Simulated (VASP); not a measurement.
# Si (P6_3/mmc) in VASP: notebook

Si is run at these levels: PBE; tasks: vibrations by perturbation theory, electric field gradients, elastic constants.

Program: VASP 6.6.1. These are calculated values, not measurements. Logs are shortened: lines on timing, memory, paths and dates and some standing lists are left out, and cuts for length are marked.

**1. The cell of the first run**

Symmetry: P6_3/mmc, No. 194, hexagonal system. The conventional cell has a = 3.629 Å, b = 3.629 Å, c = 6.031 Å, α = 90.00°, β = 90.00°, γ = 120.00°. Si (site symmetry 3m) has 4 Si at 2.23 to 2.25 Å within 3.0 Å.

This isn't the form of Si at room conditions, which is diamond.

**2. Vibrations by perturbation theory, PBE**

Input file INCAR:

```
SYSTEM = Si
PREC = Accurate ; ENCUT = 520
EDIFF = 1E-8 ; ISMEAR = 0
SIGMA = 0.01 ; LREAL = .FALSE.
LASPH = .TRUE. ; NELM = 100
ALGO = Normal ; ISIF = 2
LWAVE = .FALSE. ; LCHARG = .FALSE.
GGA = PE ; NBANDS = 16
IBRION = 8 ; NSW = 1
```

Input file KPOINTS:

```
regular mesh
0
G
  12 12 8
  0 0 0
```

Input file POSCAR:

```
Si
1.0
    3.6292907118      0.0000000000      0.0000000000
   -1.8146453559      3.1430579541      0.0000000000
    0.0000000000      0.0000000000      6.0306613162
Si
4
Direct
    0.3333333333      0.6666666667      0.0638301503
    0.6666666667      0.3333333333      0.5638301503
    0.3333333333      0.6666666667      0.4361698497
    0.6666666667      0.3333333333      0.9361698497
```

Potentials or basis: VASP PAW PBE potentials, release 64 (Si).

Launch:

```sh
cat potpaw_PBE.64/Si/POTCAR > POTCAR
mpirun -np 1 vasp_std > vasp.out
```

OUTCAR:

```text
SYSTEM = Si
   PREC = Accurate
   ENCUT = 520
   EDIFF = 1E-8
   ISMEAR = 0
   LREAL = .FALSE.
   LASPH = .TRUE.
   NELM = 100
   ISIF = 2
   GGA = PE
   IBRION = 8
   NSW = 1

 ion  position               nearest neighbor table
   1  0.333  0.667  0.064-   4 2.23   4 2.23   4 2.23   3 2.25
   2  0.667  0.333  0.564-   3 2.23   3 2.23   3 2.23   4 2.25
   3  0.333  0.667  0.436-   2 2.23   2 2.23   2 2.23   1 2.25
   4  0.667  0.333  0.936-   1 2.23   1 2.23   1 2.23   2 2.25

  LATTYP: Found a hexagonal cell.
 ALAT       =     3.6292907118
 C/A-ratio  =     1.6616638884

  Lattice vectors:

 A1 = (   3.6292907118,   0.0000000000,   0.0000000000)
 A2 = (  -1.8146453559,   3.1430579541,   0.0000000000)
 A3 = (   0.0000000000,   0.0000000000,   6.0306613162)

Analysis of symmetry for initial positions (statically):
=====================================================================
 Subroutine PRICEL returns:
 Original cell was already a primitive cell.

 Routine SETGRP: Setting up the symmetry group for a
 hexagonal supercell.

 Subroutine GETGRP returns: Found 24 space group operations
 (whereof 12 operations were pure point group operations)
 out of a pool of 24 trial point group operations.

The static configuration has the point symmetry D_3d.
 The point group associated with its full space group is D_6h.

Analysis of symmetry for dynamics (positions and initial velocities):
=====================================================================
 Subroutine PRICEL returns:
 Original cell was already a primitive cell.

 Routine SETGRP: Setting up the symmetry group for a
 hexagonal supercell.

 Subroutine GETGRP returns: Found 24 space group operations
 (whereof 12 operations were pure point group operations)
 out of a pool of 24 trial point group operations.

The dynamic configuration has the point symmetry D_3d.
 The point group associated with its full space group is D_6h.

 Subroutine INISYM returns: Found 24 space group operations
 (whereof 12 operations are pure point group operations),
 and found     1 'primitive' translations

----------------------------------------------------------------------------------------

                                     Primitive cell

  volume of cell :      68.7922

  direct lattice vectors                    reciprocal lattice vectors
     3.629290712  0.000000000  0.000000000     0.275535932  0.159080745  0.000000000
    -1.814645356  3.143057954  0.000000000     0.000000000  0.318161489  0.000000000
     0.000000000  0.000000000  6.030661316     0.000000000  0.000000000  0.165819294

  length of vectors
     3.629290712  3.629290712  6.030661316     0.318161489  0.318161489  0.165819294

  position of ions in fractional coordinates (direct lattice)
     0.333333333  0.666666667  0.063830150
     0.666666667  0.333333333  0.563830150
     0.333333333  0.666666667  0.436169850
     0.666666667  0.333333333  0.936169850

[... 591 lines left out ...]

 [... further k-points ...]

------------------------ aborting loop because EDIFF is reached ----------------------------------------

  FORCE on cell =-STRESS in cart. coord.  units (eV):
  Direction    XX          YY          ZZ          XY          YZ          ZX
  --------------------------------------------------------------------------------------
  -------------------------------------------------------------------------------------
  Total        9.4066628      9.4066628      9.3987431      0.0000000      0.0000000      0.0000000
  in kB      219.0821902    219.0821902    218.8977399      0.0000000      0.0000000      0.0000000
  external PRESSURE =     219.0207068 kB  Pullay stress =       0.0000000 kB

 VOLUME and BASIS-vectors are now :
 -----------------------------------------------------------------------------
  energy-cutoff  :      520.00
  volume of cell :       68.79
      direct lattice vectors                 reciprocal lattice vectors
     3.629290712  0.000000000  0.000000000     0.275535932  0.159080745  0.000000000
    -1.814645356  3.143057954  0.000000000     0.000000000  0.318161489  0.000000000
     0.000000000  0.000000000  6.030661316     0.000000000  0.000000000  0.165819294

 POSITION                                       TOTAL-FORCE (eV/Angst)
 -----------------------------------------------------------------------------------
     -0.00000      2.09537      0.38494        -0.000000      0.000000     -0.000651
      1.81465      1.04769      3.40027         0.000000     -0.000000     -0.000651
     -0.00000      2.09537      2.63039        -0.000000      0.000000      0.000651
      1.81465      1.04769      5.64572         0.000000     -0.000000      0.000651
 -----------------------------------------------------------------------------------
    total drift:                               -0.000000      0.000000     -0.000000

  FREE ENERGIE OF THE ION-ELECTRON SYSTEM (eV)
  ---------------------------------------------------
  free  energy   TOTEN  =       -20.8929600273 eV

  energy  without entropy=      -20.8929477200  energy(sigma->0) =      -20.89295387

[... ionic steps 2 to 3 ...]

--------------------------------------- Ionic step        4  -------------------------------------------

------------------------ aborting loop because EDIFF is reached ----------------------------------------

[... ionic steps 5 to 5 ...]

--------------------------------------- Ionic step        6  -------------------------------------------

 Free energy of the ion-electron system (eV)
  ---------------------------------------------------
  ---------------------------------------------------
  free energy    TOTEN  =        -0.02662418 eV

  energy without entropy =       -0.02662380

------------------------ aborting loop because EDIFF is reached ----------------------------------------

 INTERNAL STRAIN TENSOR  FOR ION    1  DIRECTION 3   (eV/Angst):
 -----------------------------------------------------------------------------
   -10.70688 -0.00000 -0.00000
     0.00000-10.70688  0.00000
    -0.00000 -0.00000 18.93985

 INTERNAL STRAIN TENSOR FOR ION    4 for displacements in x,y,z  (eV/Angst):
          X           Y           Z          XY          YZ          ZX
  --------------------------------------------------------------------------------
  x     0.00000     0.00000     0.00000    15.32212     0.00000    11.65255
  y    15.32212   -15.32212     0.00000     0.00000    11.23883     0.00000
  z    10.70688    10.70688   -18.93985     0.00000    -0.00000     0.00000

 SECOND DERIVATIVES (NOT SYMMETRIZED)
 ------------------------------------
               1X          1Y          1Z          2X          2Y          2Z          3X          3Y          3Z          4X          4Y          4Z
  1X   -17.341003    0.000000    0.000000   -0.490242    0.000000    0.000000    0.492870    0.000000    0.000000   17.338375    0.000000   -0.000000
  1Y     0.000000  -17.341003    0.000000    0.000000   -0.490242    0.000000    0.000000    0.492870    0.000000    0.000000   17.338375    0.000000
  1Z     0.000000   -0.000000  -20.060888    0.000000    0.000000    2.039126    0.000000    0.000000   11.985507    0.000000   -0.000000    6.036256
  2X    -0.490242    0.000000   -0.000000  -17.341003    0.000000    0.000000   17.338375    0.000000    0.000000    0.492870    0.000000    0.000000
  2Y     0.000000   -0.490242    0.000000    0.000000  -17.341003   -0.000000    0.000000   17.338375   -0.000000    0.000000    0.492870   -0.000000
  2Z     0.000000    0.000000    2.039126   -0.000000    0.000000  -20.060888    0.000000    0.000000    6.036256    0.000000    0.000000   11.985507
  3X     0.492870    0.000000    0.000000   17.338375    0.000000    0.000000  -17.341003    0.000000    0.000000   -0.490242    0.000000   -0.000000
  3Y     0.000000    0.492870   -0.000000    0.000000   17.338375   -0.000000    0.000000  -17.341003   -0.000000    0.000000   -0.490242    0.000000
  3Z     0.000000    0.000000   11.985507    0.000000    0.000000    6.036256   -0.000000    0.000000  -20.060888    0.000000    0.000000    2.039126
  4X    17.338375    0.000000   -0.000000    0.492870    0.000000    0.000000   -0.490242    0.000000    0.000000  -17.341003    0.000000    0.000000
  4Y     0.000000   17.338375    0.000000    0.000000    0.492870    0.000000    0.000000   -0.490242    0.000000    0.000000  -17.341003    0.000000
  4Z     0.000000   -0.000000    6.036256    0.000000    0.000000   11.985507    0.000000    0.000000    2.039126    0.000000   -0.000000  -20.060888

 Eigenvectors and eigenvalues of the dynamical matrix
 ----------------------------------------------------

   1 f  =   17.710350 THz   111.277410 2PiTHz  590.753683 cm-1    73.244089 meV
             X         Y         Z           dx          dy          dz
     -0.000000  2.095372  0.384938     0.000000   -0.000000   -0.500000
      1.814645  1.047686  3.400269     0.000000   -0.000000   -0.500000
     -0.000000  2.095372  2.630393    -0.000000    0.000000    0.500000
      1.814645  1.047686  5.645723    -0.000000    0.000000    0.500000
[... 57 lines left out ...]
  10 f  =    0.000000 THz     0.000001 2PiTHz    0.000006 cm-1     0.000001 meV
             X         Y         Z           dx          dy          dz
     -0.000000  2.095372  0.384938     0.023962    0.087321   -0.491733
      1.814645  1.047686  3.400269     0.023962    0.087321   -0.491733
     -0.000000  2.095372  2.630393     0.023962    0.087321   -0.491733
      1.814645  1.047686  5.645723     0.023962    0.087321   -0.491733

  11 f/i=    0.000000 THz     0.000002 2PiTHz    0.000009 cm-1     0.000001 meV
             X         Y         Z           dx          dy          dz
     -0.000000  2.095372  0.384938    -0.452181    0.212802    0.015754
      1.814645  1.047686  3.400269    -0.452181    0.212802    0.015754
     -0.000000  2.095372  2.630393    -0.452181    0.212802    0.015754
      1.814645  1.047686  5.645723    -0.452181    0.212802    0.015754

  12 f/i=    0.000000 THz     0.000002 2PiTHz    0.000012 cm-1     0.000002 meV
             X         Y         Z           dx          dy          dz
     -0.000000  2.095372  0.384938     0.212034    0.443949    0.089168
      1.814645  1.047686  3.400269     0.212034    0.443949    0.089168
     -0.000000  2.095372  2.630393     0.212034    0.443949    0.089168
      1.814645  1.047686  5.645723     0.212034    0.443949    0.089168

--------------------------------------------------------------------------------------------------------

 ELASTIC MODULI CONTR FROM IONIC RELAXATION (kBar)
 Direction    XX          YY          ZZ          XY          YZ          ZX
 --------------------------------------------------------------------------------
 XX        -945.3629    352.7651    524.1356      0.0000     -0.0000     -0.0000
 YY         352.7651   -945.3629    524.1356     -0.0000     -0.0000     -0.0000
 ZZ         524.1356    524.1356   -927.1657      0.0000     -0.0000      0.0000
 XY           0.0000     -0.0000      0.0000   -649.0640      0.0000      0.0000
 YZ          -0.0000      0.0000     -0.0000      0.0000   -329.9607      0.0000
 ZX          -0.0000     -0.0000      0.0000      0.0000      0.0000   -354.7006
 --------------------------------------------------------------------------------
```

Run time: 6.2 min. Hardware: 1 thread of Intel Xeon 6975P-C (Granite Rapids), shared host; peak memory 1.1 GiB.

What came out:

- Highest phonon frequency at Γ: 591 cm⁻¹

Phonon frequencies in cm⁻¹ (negative: imaginary):
| q point | frequencies |
| --- | --- |
| (0.000, 0.000, 0.000) | 0 0 0 7 7 395 521 571 571 588 588 591 |

Caveat: the cell stands under pressure or tension, which shifts response properties.

(Continued in part 2 of 3.)
